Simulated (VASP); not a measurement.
Wanted: the native input for a VASP 6.6.1 run.

* Task: relaxation of cell and atoms
* Functional: revPBE
* Dispersion: D4
* Potentials or basis: VASP PAW PBE potentials, release 64 (Si, C)
* Cutoff: 600 eV
* k mesh: 10 × 10 × 2
* Occupations: fermi-dirac, width 0.05 eV
* Spin: no spin polarisation
* Dipole correction: no
* Further INCAR settings: ALGO = Normal; EDIFF = 1e-06; IBRION = 2; EDIFFG = -0.01; NSW = 60; ISIF = 3

The structure of SiC lies in POSCAR:

```
SiC
1.0
    3.0950000000      0.0000000000      0.0000000000
   -1.5475000000      2.6803486247      0.0000000000
    0.0000000000      0.0000000000     15.1700000000
Si C
6 6
Direct
    0.6666666667      0.3333333333      0.4583000000
    0.3333333333      0.6666666667      0.9583000000
    0.6666666667      0.3333333333      0.7917000000
    0.3333333333      0.6666666667      0.2917000000
    0.0000000000      0.0000000000      0.6250000000
    0.0000000000      0.0000000000      0.1250000000
    0.6666666667      0.3333333333      0.3333000000
    0.3333333333      0.6666666667      0.8333000000
    0.6666666667      0.3333333333      0.6667000000
    0.3333333333      0.6666666667      0.1667000000
    0.0000000000      0.0000000000      0.5000000000
    0.0000000000      0.0000000000      0.0000000000
```

The input as run:

INCAR

```
SYSTEM = SiC
PREC = Accurate ; ENCUT = 600
EDIFF = 1E-6 ; ISMEAR = -1
SIGMA = 0.05 ; LREAL = .FALSE.
LASPH = .TRUE. ; NELM = 60
ALGO = Normal ; ISIF = 3
LWAVE = .FALSE. ; LCHARG = .FALSE.
GGA = RE ; IVDW = 13
IBRION = 2 ; NSW = 60
EDIFFG = -0.01
```

KPOINTS

```
Automatic mesh
0
G
  10 10 2
  0 0 0
```

Potentials or basis: VASP PAW PBE potentials, release 64 (Si, C).

Launch:

```console
$ cat potpaw_PBE.64/Si/POTCAR potpaw_PBE.64/C/POTCAR > POTCAR
$ mpirun -np 1 vasp_std > vasp.out
```

Results of the run:

```
Relaxed volume                        : 10.16 Å³/atom
Relaxed cell                          : a = 3.061 Å, b = 3.061 Å, c = 15.022 Å, α = 90.00°, β = 90.00°, γ = 120.00°
Space group after relaxing (to 0.1 Å) : P6_3mc (No. 186)
Energy gained by relaxing             : 7.1 meV/atom
Ionic steps                           : 8
Pressure after relaxing               : 0.0 GPa
Largest force after relaxing          : 0.007 eV/Å
Band gap on the k mesh                : 2.02 eV (least direct gap 3.12 eV)
Dispersion energy per atom            : -0.657 eV
```

Caveat: the PAW data sets were made with another functional, which shifts forces and pressure a little.

Wall time 6.7 min on 1 thread of AMD EPYC 9R45 96-Core Processor (Zen 5) (shared host), peak memory 0.33 GiB.
